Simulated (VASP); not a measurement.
# C (Cm) in VASP: single point with PBE

Aim: the single point of C with PBE.

All numbers are computed with VASP 6.6.1; they aren't measurements. Logs are shortened: lines on timing, memory, paths and dates and some standing lists are left out, and cuts for length are marked.

**1. The cell of the first run**

The structure is monoclinic, space group Cm (No. 8). Conventional cell: a = 4.388 Å, b = 2.522 Å, c = 7.051 Å, α = 90.00°, β = 90.70°, γ = 90.00°. C (site symmetry m) has 2 C at 1.32 Å within 1.8 Å. Within 1.9 Å of C (site symmetry m) lie 3 C at 1.40 to 1.62 Å. C (site symmetry m) has 2 C at 1.32 Å within 1.8 Å. Within 1.9 Å of C (site symmetry m) lie 3 C at 1.40 to 1.62 Å.

**2. Single point, PBE (strained and its atoms moved)**

Contents of INCAR:

```
SYSTEM = C
ALGO = Normal
EDIFF = 1E-6
ENCUT = 520
GGA = PE
ISIF = 2
ISMEAR = 0
LASPH = .True.
LCHARG = .False.
LREAL = .False.
LWAVE = .False.
NBANDS = 16
NELM = 80
PREC = Accurate
SIGMA = 0.1
```

Contents of KPOINTS:

```
k-points
0
Gamma
  16 16 6
  0 0 0
```

Contents of POSCAR:

```
C
1.0
    2.5218440854      0.0000000000      0.0000000000
   -1.2609220427      2.1940988989      0.0133906515
    0.0000000000      0.0425054000      7.0503965000
C
4
Direct
   -0.0295123695     -0.0590247389      0.0021547997
    0.0068237301      0.0136474601      0.5143515947
    0.3822969035      0.7645938071     -0.0004967856
    0.6403917359      0.2807834717      0.4939903912
```

Potentials or basis: VASP PAW PBE potentials, release 64 (C).

The run is started by

```
$ cat potpaw_PBE.64/C/POTCAR > POTCAR
$ mpirun -np 1 vasp_std > vasp.out
```

OUTCAR:

```text
SYSTEM = C
   EDIFF = 1E-6
   ENCUT = 520
   GGA = PE
   ISIF = 2
   ISMEAR = 0
   LASPH = .True.
   LREAL = .False.
   NELM = 80
   PREC = Accurate

 ion  position               nearest neighbor table
   1  0.970  0.941  0.002-   3 1.32   3 1.32   3 1.81
   2  0.007  0.014  0.514-   4 1.40   4 1.40   4 1.62
   3  0.382  0.765  1.000-   1 1.32   1 1.32   1 1.81
   4  0.640  0.281  0.494-   2 1.40   2 1.40   2 1.62

  LATTYP: Found a base centered monoclinic cell.
 ALAT       =     4.3882795206
 B/A-ratio  =     0.5746771767
 C/A-ratio  =     1.6066717250
 COS(beta)  =    -0.0121313793

  Lattice vectors:

 A1 = (  -1.2609220427,  -2.1940988989,  -0.0133906515)
 A2 = (   1.2609220427,  -2.1940988989,  -0.0133906515)
 A3 = (   0.0000000000,   0.0425054000,   7.0503965000)

Analysis of symmetry for initial positions (statically):
=====================================================================
 Subroutine PRICEL returns:
 Original cell was already a primitive cell.

 Routine SETGRP: Setting up the symmetry group for a
 base centered monoclinic supercell.

 Subroutine GETGRP returns: Found  2 space group operations
 (whereof  2 operations were pure point group operations)
 out of a pool of  4 trial point group operations.

The static configuration has the point symmetry C_1h.

Analysis of symmetry for dynamics (positions and initial velocities):
=====================================================================
 Subroutine PRICEL returns:
 Original cell was already a primitive cell.

 Routine SETGRP: Setting up the symmetry group for a
 base centered monoclinic supercell.

 Subroutine GETGRP returns: Found  2 space group operations
 (whereof  2 operations were pure point group operations)
 out of a pool of  4 trial point group operations.

The dynamic configuration has the point symmetry C_1h.

 Subroutine INISYM returns: Found  2 space group operations
 (whereof  2 operations are pure point group operations),
 and found     1 'primitive' translations

----------------------------------------------------------------------------------------

                                     Primitive cell

  volume of cell :      39.0096

  direct lattice vectors                    reciprocal lattice vectors
     2.521844085  0.000000000  0.000000000     0.396535220  0.227892370 -0.001373917
    -1.260922043  2.194098899  0.013390651     0.000000000  0.455784740 -0.002747833
     0.000000000  0.042505400  7.050396500     0.000000000 -0.000865661  0.141841214

  length of vectors
     2.521844085  2.530646891  7.050524627     0.457358722  0.455793023  0.141843855

  position of ions in fractional coordinates (direct lattice)
     0.970487631  0.940975261  0.002154800
     0.006823730  0.013647460  0.514351595
     0.382296903  0.764593807  0.999503214
     0.640391736  0.280783472  0.493990391

  ion indices of the primitive-cell ions
   primitive index   ion index
                 1           1
                 2           2
                 3           3
                 4           4

----------------------------------------------------------------------------------------

 KPOINTS: k-points

Automatic generation of k-mesh.
 Grid dimensions read from file:
 generate k-points for:   16   16    6

 Generating k-lattice:

  Cartesian coordinates                     Fractional coordinates (reciprocal lattice)
     0.024783451  0.014243273 -0.000085870     0.062500000 -0.000000000  0.000000000
     0.000000000  0.028486546 -0.000171740     0.000000000  0.062500000  0.000000000
     0.000000000 -0.000144277  0.023640202     0.000000000  0.000000000  0.166666667

  Length of vectors
     0.028584920  0.028487064  0.023640643

  Shift w.r.t. Gamma in fractional coordinates (k-lattice)
     0.000000000  0.000000000  0.000000000

 Subroutine IBZKPT returns following result:
 ===========================================

 Found    418 irreducible k-points:

 Following reciprocal coordinates:
            Coordinates               Weight
  0.000000  0.000000  0.000000      1.000000
  0.062500 -0.000000  0.000000      4.000000
  0.125000 -0.000000  0.000000      4.000000
  0.187500 -0.000000  0.000000      4.000000
  0.250000 -0.000000  0.000000      4.000000
  0.312500  0.000000  0.000000      4.000000
[... 16 lines left out ...]
 -0.187500  0.062500 -0.000000      4.000000
 -0.125000  0.062500  0.000000      2.000000
 [... further k-points ...]
   k-points           NKPTS =    418   k-points in BZ     NKDIM =    418   number of bands    NBANDS=     16
   number of dos      NEDOS =    301   number of ions     NIONS =      4
   total plane-waves  NPLWV =  21600
   dimension x,y,z NGX =    20 NGY =   20 NGZ =   54
   dimension x,y,z NGXF=    40 NGYF=   40 NGZF=  108
   ions per type =               4
   NGX,Y,Z   is equivalent  to a cutoff of  13.18, 13.14, 12.73 a.u.
   NGXF,Y,Z  is equivalent  to a cutoff of  26.37, 26.28, 25.47 a.u.
 SYSTEM =  C
   PREC   = accura    normal or accurate (medium, high low for compatibility)
   ISTART =      0    job   : 0-new  1-cont  2-samecut
   ICHARG =      2    charge: 1-file 2-atom 10-const
   ISPIN  =      1    spin polarized calculation?
   LNONCOLLINEAR =      F non collinear calculations
   LSORBIT =      F    spin-orbit coupling
   LASPH  =      T    aspherical Exc in radial PAW
   ENCUT  =  520.0 eV  38.22 Ry    6.18 a.u.   4.69  4.71 13.11*2*pi/ulx,y,z
   NELM   =     80;   NELMIN=  2; NELMDL= -5     # of ELM steps
   EDIFF  = 0.1E-05   stopping-criterion for ELM
   LREAL  =      F    real-space projection
   EDIFFG = 0.1E-04   stopping-criterion for IOM
   NSW    =      0    number of steps for IOM
   IBRION =     -1    ionic relax: 0-MD 1-quasi-New 2-CG
   NFREE  =      0    steps in history (QN), initial steepest desc. (CG)
   ISIF   =      2    stress and relaxation
   ISYM   =      2    0-nonsym 1-usesym 2-fastsym
   POTIM  = 0.5000    time-step for ionic-motion
   TEBEG  =    0.0;   TEEND  =   0.0 temperature during run
   PSTRESS=    0.0 pullay stress
   NELECT =      16.0000    total number of electrons
   NUPDOWN=      -1.0000    fix difference up-down
   EMIN   =  10.00;   EMAX   =-10.00  energy-range for DOS
   EFERMI =   0.00;   METHOD = LEGACY
   ISMEAR =     0;   SIGMA  =   0.10  broadening in eV -4-tet -1-fermi 0-gaus
   EFERMI_NEDOS =   21; number of points for ismear=-14 and -15
   IALGO  =     38    algorithm
   IMIX   =      4    mixing-type and parameters
     AMIX     =   0.40;   BMIX     =  1.00
     AMIX_MAG =   1.60;   BMIX_MAG =  1.00
  volume/ion in A,a.u.               =       9.75        65.81
  Fermi-wavevector in a.u.,A,eV,Ry     =   1.216347  2.298563 20.129820  1.479500
  Thomas-Fermi vector in A             =   2.351704
   LORBIT       =      0    0 simple, 1 ext, 2 COOP (PROOUT), +10 PAW based schemes
   GGA     = PE    functional components
   LHFCALC =     F    Hartree Fock is set to
   AEXX    =    0.0000 exact exchange contribution
   IVDW    =     0    specifies the selected vdW correction
   LEPSILON=     F    determine dielectric tensor
   LRPA    =     F    only Hartree local field effects (RPA)
 non-spin polarized calculation
 Gauss-broadening in eV      SIGMA  =   0.10
  energy-cutoff  :      520.00
  volume of cell :       39.01
 maximum number of plane-waves:      1070
   NGX =  9   NGY =  9   NGZ = 27

 number of electron      16.0000001 magnetization

 Free energy of the ion-electron system (eV)
  ---------------------------------------------------
  ext. energy  EPLUGINS =         0.00000000
  ---------------------------------------------------
  free energy    TOTEN  =       -34.39380279 eV

  energy without entropy =      -34.39075076  energy(sigma->0) =      -34.39227678

 E-fermi :   3.8720     XC(G=0):  -9.8276

 val. band max:        3.8625100985   @ k =   0.1250   0.0000   0.5000
 cond. band min:       3.8803208190   @ k =   0.5000  -0.0000   0.1667
 fundamental gap:      0.0178107205
 Fermi energy:         3.8719876429

 k-point     1 :       0.0000    0.0000    0.0000
  band No.  band energies     occupation
      1     -15.4580      2.00000
      2     -14.9683      2.00000
      3      -4.2043      2.00000
      4      -3.7068      2.00000
      5      -2.6095      2.00000
      6      -0.9130      2.00000
[... 8 lines left out ...]
     15      14.7652      0.00000
     16      14.8465      0.00000

 k-point     2 :       0.0625   -0.0000    0.0000
  band No.  band energies     occupation
      1     -15.3744      2.00000
      2     -14.8816      2.00000
      3      -4.0962      2.00000
      4      -3.8691      2.00000
      5      -2.5081      2.00000
      6      -1.1603      2.00000
[... 8 lines left out ...]
     15      14.6817      0.00000
     16      14.9465      0.00000

 k-point     3 :       0.1250   -0.0000    0.0000
  band No.  band energies     occupation
      1     -15.1240      2.00000
      2     -14.6220      2.00000
      3      -4.3356      2.00000
      4      -3.7716      2.00000
      5      -2.2196      2.00000
      6      -1.8347      2.00000
[... 8 lines left out ...]
     15      14.9668      0.00000
     16      15.4179      0.00000

 k-point     4 :       0.1875   -0.0000    0.0000
  band No.  band energies     occupation
      1     -14.7101      2.00000
      2     -14.1914      2.00000
      3      -5.0531      2.00000
      4      -3.2469      2.00000
      5      -2.8825      2.00000
      6      -1.6789      2.00000
[... 8 lines left out ...]
     15      15.6651      0.00000
     16      16.0882      0.00000

 k-point     5 :       0.2500   -0.0000    0.0000
  band No.  band energies     occupation
      1     -14.1375      2.00000
      2     -13.5929      2.00000
      3      -5.9662      2.00000
      4      -4.1503      2.00000
      5      -2.4790      2.00000
      6      -0.9833      2.00000
[... 8 lines left out ...]
     15      16.8081      0.00000
     16      16.9734      0.00000

 k-point     6 :       0.3125    0.0000    0.0000
  band No.  band energies     occupation
      1     -13.4144      2.00000
      2     -12.8317      2.00000
      3      -7.0211      2.00000
      4      -5.5223      2.00000
      5      -1.5342      2.00000
      6      -0.4846      2.00000
[... 8 lines left out ...]
     15      17.5117      0.00000
     16      18.4365      0.00000
[... 267 lines left out ...]
 k-point    21 :      -0.3125    0.0625   -0.0000
  band No.  band energies     occupation
      1     -13.7483      2.00000
      2     -13.1718      2.00000
      3      -6.6044      2.00000
      4      -4.9542      2.00000
      5      -1.8947      2.00000
      6      -0.4288      2.00000
[... 8 lines left out ...]
     15      17.3831      0.00000
     16      18.0900      0.00000

 k-point    22 :      -0.2500    0.0625   -0.0000
  band No.  band energies     occupation
      1     -14.3933      2.00000
      2     -13.8517      2.00000
      3      -5.6703      2.00000
      4      -3.7177      2.00000
      5      -2.7527      2.00000
      6      -1.2337      2.00000
[... 8 lines left out ...]
     15      16.0856      0.00000
     16      17.1711      0.00000

 k-point    23 :      -0.1875    0.0625   -0.0000
  band No.  band energies     occupation
      1     -14.8830      2.00000
      2     -14.3657      2.00000
      3      -4.8756      2.00000
      4      -3.4259      2.00000
      5      -2.6196      2.00000
      6      -1.8443      2.00000
[... 8 lines left out ...]
     15      15.2033      0.00000
     16      16.2238      0.00000

 k-point    24 :      -0.1250    0.0625    0.0000
  band No.  band energies     occupation
      1     -15.2113      2.00000
      2     -14.7098      2.00000
      3      -4.2579      2.00000
      4      -3.8660      2.00000
      5      -2.2992      2.00000
      6      -1.7164      2.00000
[... 8 lines left out ...]
     15      14.8147      0.00000
     16      15.4410      0.00000

 [... further k-points ...]

------------------------ aborting loop because EDIFF is reached ----------------------------------------

  FORCE on cell =-STRESS in cart. coord.  units (eV):
  Direction    XX          YY          ZZ          XY          YZ          ZX
  --------------------------------------------------------------------------------------
  -------------------------------------------------------------------------------------
  Total        1.8426656     -2.2238962      0.1264030      0.0000000     -0.6353354      0.0000000
  in kB       75.6806943    -91.3383353      5.1915383      0.0000000    -26.0940607      0.0000000
  external PRESSURE =      -3.4887009 kB  Pullay stress =       0.0000000 kB

 VOLUME and BASIS-vectors are now :
 -----------------------------------------------------------------------------
  energy-cutoff  :      520.00
  volume of cell :       39.01
      direct lattice vectors                 reciprocal lattice vectors
     2.521844085  0.000000000  0.000000000     0.396535220  0.227892370 -0.001373917
    -1.260922043  2.194098899  0.013390651     0.000000000  0.455784740 -0.002747833
     0.000000000  0.042505400  7.050396500     0.000000000 -0.000865661  0.141841214

 POSITION                                       TOTAL-FORCE (eV/Angst)
 -----------------------------------------------------------------------------------
      1.26092      2.06468      0.02779        -0.000000      6.720963     -0.122147
      0.00000      0.05181      3.62657         0.000000     -5.170546     -2.177976
     -0.00000      1.72008      7.05713        -0.000000     -6.725549      0.132595
      1.26092      0.63706      3.48659         0.000000      5.175132      2.167527
 -----------------------------------------------------------------------------------
    total drift:                                0.000000      0.000059      0.000063

  FREE ENERGIE OF THE ION-ELECTRON SYSTEM (eV)
  ---------------------------------------------------
  free  energy   TOTEN  =       -34.3938027946 eV

  energy  without entropy=      -34.3907507600  energy(sigma->0) =      -34.39227678
```

Wall time 2 min (1 thread of Intel Xeon 6975P-C (Granite Rapids), shared host); peak memory 0.29 GiB.

What came out:

| Quantity | Value |
| --- | --- |
| Free energy | -34.3938 eV |
| Pressure | -0.3 GPa |
| Largest force | 6.727 eV/Å |
| Band gap on the k mesh | zero (band 8 reaches 5.77 eV, above the bottom of band 9 at 3.61 eV) |

Forces in eV/Å, atoms in the order of the input:
```
C    0.000  6.721 -0.122
C    0.000 -5.171 -2.178
C    0.000 -6.726  0.133
C    0.000  5.175  2.168
```

Caveat: the cell differs from its parent crystal (strained and its atoms moved); this functional lacks dispersion, which binds the layers, so the pressure and a relaxed spacing across them are unreliable; forces of over 1 eV/Å act on the atoms, so gaps and moduli don't describe the material at rest.
